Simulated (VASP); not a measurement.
# HfO2 (Fm-3m) in VASP: settings compared

The runs below take HfO2 through single point, with PBE, r2SCAN.

Everything below comes from runs of VASP 6.6.1. Logs are shortened: lines on timing, memory, paths and dates and some standing lists are left out, and cuts for length are marked.

**1. The cell of the first run**

It takes space group Fm-3m (No. 225, cubic). The conventional cell has a = 5.058 Å, b = 5.058 Å, c = 5.058 Å, α = 90.00°, β = 90.00°, γ = 90.00°. Within 2.9 Å of Hf (site symmetry m-3m) lie 8 O at 2.19 Å. Within 2.9 Å of O (site symmetry -43m) lie 4 Hf at 2.19 Å and 6 O at 2.53 Å.

**2. Single point, PBE**

Input file INCAR:

```
ALGO = Normal
EDIFF = 1E-6
ENCUT = 520
GGA = PE
ISIF = 2
ISMEAR = 0
LASPH = T
LCHARG = F
LREAL = F
LWAVE = F
NBANDS = 18
NELM = 100
PREC = Accurate
SIGMA = 0.01
```

Input file KPOINTS:

```
k-points
0
Gamma
  6 6 6
```

Input file POSCAR:

```
HfO2
1.0
    0.0000000000      2.5291823181      2.5291823181
    2.5291823181      0.0000000000      2.5291823181
    2.5291823181      2.5291823181      0.0000000000
Hf O
1 2
Direct
    0.0000000000      0.0000000000      0.0000000000
    0.2500000000      0.2500000000      0.2500000000
    0.7500000000      0.7500000000      0.7500000000
```

Potentials or basis: VASP PAW PBE potentials, release 64 (Hf_pv, O).

Command:

```sh
$ cat potpaw_PBE.64/Hf_pv/POTCAR potpaw_PBE.64/O/POTCAR > POTCAR
$ mpirun -np 1 vasp_std > vasp.out
```

OUTCAR:

```text
EDIFF = 1E-6
   ENCUT = 520
   GGA = PE
   ISIF = 2
   ISMEAR = 0
   LASPH = T
   LREAL = F
   NELM = 100
   PREC = Accurate

 ion  position               nearest neighbor table
   1  0.000  0.000  0.000-   3 2.19   3 2.19   3 2.19   2 2.19   3 2.19   2 2.19   2 2.19   2 2.19

   2  0.250  0.250  0.250-   1 2.19   1 2.19   1 2.19   1 2.19
   3  0.750  0.750  0.750-   1 2.19   1 2.19   1 2.19   1 2.19

  LATTYP: Found a face centered cubic cell.
 ALAT       =     5.0583646362

  Lattice vectors:

 A1 = (   0.0000000000,   2.5291823181,   2.5291823181)
 A2 = (   2.5291823181,   0.0000000000,   2.5291823181)
 A3 = (   2.5291823181,   2.5291823181,   0.0000000000)

Analysis of symmetry for initial positions (statically):
=====================================================================
 Subroutine PRICEL returns:
 Original cell was already a primitive cell.

 Routine SETGRP: Setting up the symmetry group for a
 face centered cubic supercell.

 Subroutine GETGRP returns: Found 48 space group operations
 (whereof 48 operations were pure point group operations)
 out of a pool of 48 trial point group operations.

The static configuration has the point symmetry O_h .

Analysis of symmetry for dynamics (positions and initial velocities):
=====================================================================
 Subroutine PRICEL returns:
 Original cell was already a primitive cell.

 Routine SETGRP: Setting up the symmetry group for a
 face centered cubic supercell.

 Subroutine GETGRP returns: Found 48 space group operations
 (whereof 48 operations were pure point group operations)
 out of a pool of 48 trial point group operations.

The dynamic configuration has the point symmetry O_h .

 Subroutine INISYM returns: Found 48 space group operations
 (whereof 48 operations are pure point group operations),
 and found     1 'primitive' translations

----------------------------------------------------------------------------------------

                                     Primitive cell

  volume of cell :      32.3572

  direct lattice vectors                    reciprocal lattice vectors
     0.000000000  2.529182318  2.529182318    -0.197692352  0.197692352  0.197692352
     2.529182318  0.000000000  2.529182318     0.197692352 -0.197692352  0.197692352
     2.529182318  2.529182318  0.000000000     0.197692352  0.197692352 -0.197692352

  length of vectors
     3.576803936  3.576803936  3.576803936     0.342413197  0.342413197  0.342413197

  position of ions in fractional coordinates (direct lattice)
     0.000000000  0.000000000  0.000000000
     0.250000000  0.250000000  0.250000000
     0.750000000  0.750000000  0.750000000

  ion indices of the primitive-cell ions
   primitive index   ion index
                 1           1
                 2           2
                 3           3

----------------------------------------------------------------------------------------

 KPOINTS: k-points

Automatic generation of k-mesh.
 Grid dimensions read from file:
 generate k-points for:    6    6    6

 Generating k-lattice:

  Cartesian coordinates                     Fractional coordinates (reciprocal lattice)
    -0.032948725  0.032948725  0.032948725     0.166666667  0.000000000  0.000000000
     0.032948725 -0.032948725  0.032948725     0.000000000  0.166666667  0.000000000
     0.032948725  0.032948725 -0.032948725     0.000000000  0.000000000  0.166666667

  Length of vectors
     0.057068866  0.057068866  0.057068866

  Shift w.r.t. Gamma in fractional coordinates (k-lattice)
     0.000000000  0.000000000  0.000000000

 Subroutine IBZKPT returns following result:
 ===========================================

 Found     16 irreducible k-points:

 Following reciprocal coordinates:
            Coordinates               Weight
  0.000000  0.000000  0.000000      1.000000
  0.166667  0.000000  0.000000      8.000000
  0.333333  0.000000  0.000000      8.000000
  0.500000  0.000000  0.000000      4.000000
  0.166667  0.166667  0.000000      6.000000
  0.333333  0.166667  0.000000     24.000000
[... 8 lines left out ...]
 -0.333333  0.333333  0.166667     24.000000
 -0.333333  0.500000  0.166667     12.000000
   k-points           NKPTS =     16   k-points in BZ     NKDIM =     16   number of bands    NBANDS=     18
   number of dos      NEDOS =    301   number of ions     NIONS =      3
   total plane-waves  NPLWV =  21952
   dimension x,y,z NGX =    28 NGY =   28 NGZ =   28
   dimension x,y,z NGXF=    56 NGYF=   56 NGZF=   56
   ions per type =               1   2
   NGX,Y,Z   is equivalent  to a cutoff of  13.01, 13.01, 13.01 a.u.
   NGXF,Y,Z  is equivalent  to a cutoff of  26.03, 26.03, 26.03 a.u.
 SYSTEM =  unknown system
   PREC   = accura    normal or accurate (medium, high low for compatibility)
   ISTART =      0    job   : 0-new  1-cont  2-samecut
   ICHARG =      2    charge: 1-file 2-atom 10-const
   ISPIN  =      1    spin polarized calculation?
   LNONCOLLINEAR =      F non collinear calculations
   LSORBIT =      F    spin-orbit coupling
   LASPH  =      T    aspherical Exc in radial PAW
   ENCUT  =  520.0 eV  38.22 Ry    6.18 a.u.   6.65  6.65  6.65*2*pi/ulx,y,z
   NELM   =    100;   NELMIN=  2; NELMDL= -5     # of ELM steps
   EDIFF  = 0.1E-05   stopping-criterion for ELM
   LREAL  =      F    real-space projection
   EDIFFG = 0.1E-04   stopping-criterion for IOM
   NSW    =      0    number of steps for IOM
   IBRION =     -1    ionic relax: 0-MD 1-quasi-New 2-CG
   NFREE  =      0    steps in history (QN), initial steepest desc. (CG)
   ISIF   =      2    stress and relaxation
   ISYM   =      2    0-nonsym 1-usesym 2-fastsym
   POTIM  = 0.5000    time-step for ionic-motion
   TEBEG  =    0.0;   TEEND  =   0.0 temperature during run
   PSTRESS=    0.0 pullay stress
   NELECT =      22.0000    total number of electrons
   NUPDOWN=      -1.0000    fix difference up-down
   EMIN   =  10.00;   EMAX   =-10.00  energy-range for DOS
   EFERMI =   0.00;   METHOD = LEGACY
   ISMEAR =     0;   SIGMA  =   0.01  broadening in eV -4-tet -1-fermi 0-gaus
   EFERMI_NEDOS =   21; number of points for ismear=-14 and -15
   IALGO  =     38    algorithm
   IMIX   =      4    mixing-type and parameters
     AMIX     =   0.40;   BMIX     =  1.00
     AMIX_MAG =   1.60;   BMIX_MAG =  1.00
  volume/ion in A,a.u.               =      10.79        72.79
  Fermi-wavevector in a.u.,A,eV,Ry     =   1.439546  2.720348 28.195259  2.072293
  Thomas-Fermi vector in A             =   2.558390
   LORBIT       =      0    0 simple, 1 ext, 2 COOP (PROOUT), +10 PAW based schemes
   GGA     = PE    functional components
   LHFCALC =     F    Hartree Fock is set to
   AEXX    =    0.0000 exact exchange contribution
   IVDW    =     0    specifies the selected vdW correction
   LEPSILON=     F    determine dielectric tensor
   LRPA    =     F    only Hartree local field effects (RPA)
 non-spin polarized calculation
 Gauss-broadening in eV      SIGMA  =   0.01
  energy-cutoff  :      520.00
  volume of cell :       32.36
 maximum number of plane-waves:       893
 NGX is ok and might be reduce to    28
   NGX = 13   NGY = 13   NGZ = 13

 number of electron      21.9999992 magnetization

 Free energy of the ion-electron system (eV)
  ---------------------------------------------------
  ext. energy  EPLUGINS =         0.00000000
  ---------------------------------------------------
  free energy    TOTEN  =       -30.24599599 eV

  energy without entropy =      -30.24599599  energy(sigma->0) =      -30.24599599

 E-fermi :   4.4048     XC(G=0): -11.8756

 val. band max:        4.3382677510   @ k =   0.5000   0.5000   0.0000
 cond. band min:       8.1585699750   @ k =   0.5000   0.5000   0.0000
 fundamental gap:      3.8203022240
 Fermi energy:         4.4047524926

 k-point     1 :       0.0000    0.0000    0.0000
  band No.  band energies     occupation
      1     -25.3170      2.00000
      2     -25.3170      2.00000
      3     -25.3170      2.00000
      4     -14.4373      2.00000
      5     -11.3695      2.00000
      6      -1.0466      2.00000
[... 10 lines left out ...]
     17      14.8479      0.00000
     18      17.8699      0.00000

 k-point     2 :       0.1667    0.0000    0.0000
  band No.  band energies     occupation
      1     -25.4352      2.00000
      2     -25.3299      2.00000
      3     -25.3299      2.00000
      4     -14.0764      2.00000
      5     -11.6541      2.00000
      6      -0.7860      2.00000
[... 10 lines left out ...]
     17      14.4146      0.00000
     18      17.7199      0.00000

 k-point     3 :       0.3333    0.0000    0.0000
  band No.  band energies     occupation
      1     -25.6579      2.00000
      2     -25.3555      2.00000
      3     -25.3555      2.00000
      4     -13.4090      2.00000
      5     -12.0478      2.00000
      6      -0.2543      2.00000
[... 10 lines left out ...]
     17      13.9808      0.00000
     18      16.6082      0.00000

 k-point     4 :       0.5000    0.0000    0.0000
  band No.  band energies     occupation
      1     -25.7632      2.00000
      2     -25.3682      2.00000
      3     -25.3682      2.00000
      4     -13.1931      2.00000
      5     -12.0688      2.00000
      6      -0.0033      2.00000
[... 207 lines left out ...]
      4     -12.7916      2.00000
      5     -12.3800      2.00000
      6      -0.6646      2.00000
[... 10 lines left out ...]
     17      15.3350      0.00000
     18      17.7597      0.00000

 k-point    15 :      -0.3333    0.3333    0.1667
  band No.  band energies     occupation
      1     -25.6656      2.00000
      2     -25.5589      2.00000
      3     -25.4169      2.00000
      4     -12.6403      2.00000
      5     -12.3569      2.00000
      6      -0.6538      2.00000
[... 10 lines left out ...]
     17      16.2117      0.00000
     18      17.7395      0.00000

 k-point    16 :      -0.3333    0.5000    0.1667
  band No.  band energies     occupation
      1     -25.7055      2.00000
      2     -25.5329      2.00000
      3     -25.4454      2.00000
      4     -12.5605      2.00000
      5     -12.3421      2.00000
      6      -1.5640      2.00000
[... 10 lines left out ...]
     17      17.4872      0.00000
     18      17.8376      0.00000

------------------------ aborting loop because EDIFF is reached ----------------------------------------

  FORCE on cell =-STRESS in cart. coord.  units (eV):
  Direction    XX          YY          ZZ          XY          YZ          ZX
  --------------------------------------------------------------------------------------
  -------------------------------------------------------------------------------------
  Total        0.4325594      0.4325594      0.4325594      0.0000000      0.0000000     -0.0000000
  in kB       21.4183439     21.4183439     21.4183439      0.0000000      0.0000000     -0.0000000
  external PRESSURE =      21.4183439 kB  Pullay stress =       0.0000000 kB

 VOLUME and BASIS-vectors are now :
 -----------------------------------------------------------------------------
  energy-cutoff  :      520.00
  volume of cell :       32.36
      direct lattice vectors                 reciprocal lattice vectors
     0.000000000  2.529182318  2.529182318    -0.197692352  0.197692352  0.197692352
     2.529182318  0.000000000  2.529182318     0.197692352 -0.197692352  0.197692352
     2.529182318  2.529182318  0.000000000     0.197692352  0.197692352 -0.197692352

 POSITION                                       TOTAL-FORCE (eV/Angst)
 -----------------------------------------------------------------------------------
      0.00000      0.00000      0.00000         0.000000      0.000000      0.000000
      1.26459      1.26459      1.26459         0.000000     -0.000000      0.000000
      3.79377      3.79377      3.79377        -0.000000     -0.000000     -0.000000
 -----------------------------------------------------------------------------------
    total drift:                                0.000000      0.000000      0.000000

  FREE ENERGIE OF THE ION-ELECTRON SYSTEM (eV)
  ---------------------------------------------------
  free  energy   TOTEN  =       -30.2459959907 eV

  energy  without entropy=      -30.2459959907  energy(sigma->0) =      -30.24599599
```

Run time: 12 s. Hardware: 1 thread of Intel Xeon Platinum 8375C at 2.90GHz (Ice Lake), shared host; peak memory 0.15 GiB.

Results:

```
Free energy            : -30.2460 eV
Pressure               : 2.1 GPa
Band gap on the k mesh : 3.82 eV, direct
```

Levels at points of the mesh, in eV from the valence-band top:
| k point | band 7 | band 8 | band 9 | band 10 | band 11 | band 12 | band 13 | band 14 | band 15 | band 16 |
| --- | --- | --- | --- | --- | --- | --- | --- | --- | --- | --- |
| (0.00, 0.00, 0.00) | -5.38 | -5.38 | -0.61 | -0.61 | -0.61 | 3.90 | 3.90 | 5.89 | 10.51 | 10.51 |
| (0.50, 0.00, 0.00) | -4.34 | -3.05 | -2.74 | -1.84 | -1.84 | 4.63 | 4.63 | 7.05 | 9.09 | 9.46 |
| (0.50, 0.50, 0.00) | -3.48 | -3.48 | -1.54 | -1.54 | 0.00 | 3.82 | 5.54 | 6.70 | 8.22 | 8.22 |

Caveat: spin-orbit coupling is left out, which moves the levels of the heavy elements.

**3. Single point, PBE**

Input file INCAR:

```
SYSTEM = HfO2
PREC     = Accurate       ! precision mode
ENCUT    = 520            ! plane-wave cutoff, eV
EDIFF    = 1E-6           ! SCF threshold, eV
ISMEAR   = 0              ! smearing method
SIGMA    = 0.01           ! smearing width, eV
LREAL    = .False.        ! projectors in reciprocal space
LASPH    = .True.         ! aspherical terms in the spheres
NELM     = 60             ! most SCF steps
ALGO     = Normal         ! electronic algorithm
ISIF     = 2              ! what is computed and relaxed
LWAVE    = .False.        ! write WAVECAR
LCHARG   = .False.        ! write CHGCAR
GGA      = PE             ! functional
NBANDS   = 18             ! bands
```

Input file KPOINTS:

```
Automatic mesh
0
Gamma
  6 6 6
  0 0 0
```

POSCAR is that of step 2.

Potentials or basis: VASP PAW PBE potentials, release 64 (Hf_pv, O).

Command:

```sh
$ cat potpaw_PBE.64/Hf_pv/POTCAR potpaw_PBE.64/O/POTCAR > POTCAR
$ mpirun -np 1 vasp_std > vasp.out
```

It took 10 s on 1 thread of Intel Xeon Platinum 8375C at 2.90GHz (Ice Lake), shared host; peak memory 0.15 GiB.

It converged, with:

```yaml
Free_energy: -30.2460 eV
Pressure: 2.1 GPa
Band_gap_on_the_k_mesh: 3.82 eV, direct
```

Levels at points of the mesh, in eV from the valence-band top:
| k point | band 7 | band 8 | band 9 | band 10 | band 11 | band 12 | band 13 | band 14 | band 15 | band 16 |
| --- | --- | --- | --- | --- | --- | --- | --- | --- | --- | --- |
| (0.00, 0.00, 0.00) | -5.38 | -5.38 | -0.61 | -0.61 | -0.61 | 3.90 | 3.90 | 5.89 | 10.51 | 10.51 |
| (0.50, 0.00, 0.00) | -4.34 | -3.05 | -2.74 | -1.84 | -1.84 | 4.63 | 4.63 | 7.05 | 9.09 | 9.46 |
| (0.50, 0.50, 0.00) | -3.48 | -3.48 | -1.54 | -1.54 | 0.00 | 3.82 | 5.54 | 6.70 | 8.22 | 8.22 |

Caveat: spin-orbit coupling is left out, which moves the levels of the heavy elements.

**4. Single point, r2SCAN**

POSCAR is that of step 3.

Input file INCAR.step1:

```
SYSTEM = HfO2
ALGO = Normal
EDIFF = 1E-4
ENCUT = 520
GGA = PE
ISMEAR = 0
LASPH = .TRUE.
LCHARG = .FALSE.
LREAL = .FALSE.
LWAVE = .TRUE.
NBANDS = 18
NELM = 60
PREC = Accurate
SIGMA = 0.01
```

Input file INCAR.step2:

```
SYSTEM = HfO2
ALGO = Normal
EDIFF = 1E-6
ENCUT = 520
ISIF = 2
ISMEAR = 0
ISTART = 1
LASPH = .TRUE.
LCHARG = .FALSE.
LMIXTAU = .TRUE.
LREAL = .FALSE.
LWAVE = .FALSE.
METAGGA = R2SCAN
NBANDS = 18
NELM = 60
PREC = Accurate
SIGMA = 0.01
```

Input file KPOINTS:

```
k-points
0
G
  6 6 6
  0 0 0
```

Command:

```sh
$ cat potpaw_PBE.64/Hf_pv/POTCAR potpaw_PBE.64/O/POTCAR > POTCAR
$ cp INCAR.step1 INCAR
$ mpirun -np 1 vasp_std > vasp.out
$ cp INCAR.step2 INCAR
$ mpirun -np 1 vasp_std > vasp.out
```

It took 52 s on 1 thread of Intel Xeon Platinum 8375C at 2.90GHz (Ice Lake), shared host; peak memory 0.16 GiB.

The run converged. Its results:

* Free energy: -68.5474 eV
* Pressure: -4.0 GPa
* Band gap on the k mesh: 4.31 eV, direct

Levels at points of the mesh, in eV from the valence-band top:
```csv
k point,band 8,band 9,band 10,band 11,band 12,band 13,band 14,band 15
"(0.00, 0.00, 0.00)",-5.48,-0.64,-0.64,-0.64,4.42,4.42,6.52,11.09
"(0.50, 0.00, 0.00)",-3.08,-2.82,-1.90,-1.90,5.12,5.12,7.56,9.64
"(0.50, 0.50, 0.00)",-3.60,-1.57,-1.57,0.00,4.31,6.05,7.24,8.73
```

Caveat: the PAW data sets were made with another functional, which shifts forces and pressure a little; spin-orbit coupling is left out, which moves the levels of the heavy elements.
